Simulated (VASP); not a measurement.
# C: relaxation of cell and atoms with PBE

The system is C.

```xyz
2
Lattice="0.0000 1.7858 1.7858 1.7858 0.0000 1.7858 1.7858 1.7858 0.0000" Properties=species:S:1:pos:R:3 pbc="T T T"
C     0.0000    0.0000    0.0000
C     0.8929    0.8929    0.8929
```

```
Program                : VASP 6.6.1
Task                   : relaxation of cell and atoms
Functional             : PBE
Potentials or basis    : VASP PAW PBE potentials, release 64 (C)
Cutoff                 : 600 eV
k mesh                 : 12 × 12 × 12
Occupations            : gaussian, width 0.02 eV
Spin                   : no spin polarisation
Dipole correction      : no
Further INCAR settings : ALGO = Normal; EDIFF = 1e-07; IBRION = 2; EDIFFG = -0.01; NSW = 100; ISIF = 3
```

| Quantity | Value |
| --- | --- |
| Pressure after relaxing | 0.0 GPa |
| Band gap on the k mesh | 4.14 eV, indirect (least direct gap 5.58 eV) |

Final structure:
```xyz
2
Lattice="0.0000 1.7858 1.7858 1.7858 0.0000 1.7858 1.7858 1.7858 0.0000" Properties=species:S:1:pos:R:3 pbc="T T T"
C     0.0000    0.0000    0.0000
C     0.8929    0.8929    0.8929
```

Levels at points of the mesh, in eV from the valence-band top:
```
           k point  band 1  band 2  band 3  band 4  band 5  band 6  band 7  band 8
(0.00, 0.00, 0.00)  -21.42    0.00    0.00    0.00    5.58    5.58    5.58   13.24
(0.50, 0.00, 0.00)  -15.67  -13.33   -2.79   -2.79    8.44    8.44    8.79   15.66
(0.50, 0.50, 0.00)  -12.74  -12.74   -6.27   -6.27    4.75    4.75   16.74   16.74
```

Wall time 3.2 s on 1 thread of Intel(R) Xeon(R) 6975P-C (Granite Rapids), on a shared host, peak memory 0.11 GiB.

Caveat: the relaxation stopped at its first step, so nothing moved. A k mesh can miss the band edges.
